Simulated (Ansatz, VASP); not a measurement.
# HfN in VASP and in Ansatz

```
Hf N
1.0
     3.12771    0.00000    0.00000
    -1.56385    2.70867    0.00000
     0.00000    0.00000    5.31007
Hf N
2 2
Direct
  0.66667 0.33333 0.75000
  0.33333 0.66667 0.25000
  0.00000 0.00000 0.00000
  0.00000 0.00000 0.50000
```

Change from the starting cell: strain +0.000 along x and y, -0.015 along z, atoms carried along.

Alike in both runs: task single point; functional PBEsol; k mesh 18 × 18 × 10; occupations gaussian, width 0.15 eV; no spin polarisation.

```csv
,VASP,Ansatz
version,VASP 6.6.1,Ansatz 0.2.0
potentials or method,"VASP PAW PBE potentials, release 64 (Hf_pv, N), cutoff 520 eV","scalar-relativistic, plane waves, PAW"
valence electrons in the cell,30,62
```

VASP gave:

- gap on the k mesh at the Fermi level (eV): none
- pressure (GPa): 2.3
- traceless stress, the component that is largest in VASP (GPa): 4.76

Question: What did Ansatz give for the same quantities?

Answer: gap on the k mesh at the Fermi level (eV): none; pressure (GPa): 4.4; traceless stress, the component that is largest in VASP (GPa): 4.63.

VASP's potentials were made for PBE, not for PBEsol. A gap of «none» marks a metal or a gap that the smearing closes. With one functional, cell and mesh, what is left measures potentials, basis and numerics. VASP's potentials hold 30 valence electrons a cell and Ansatz's 62, so a difference there can come from the potentials and not from the codes.

Neither program's run includes spin-orbit coupling.
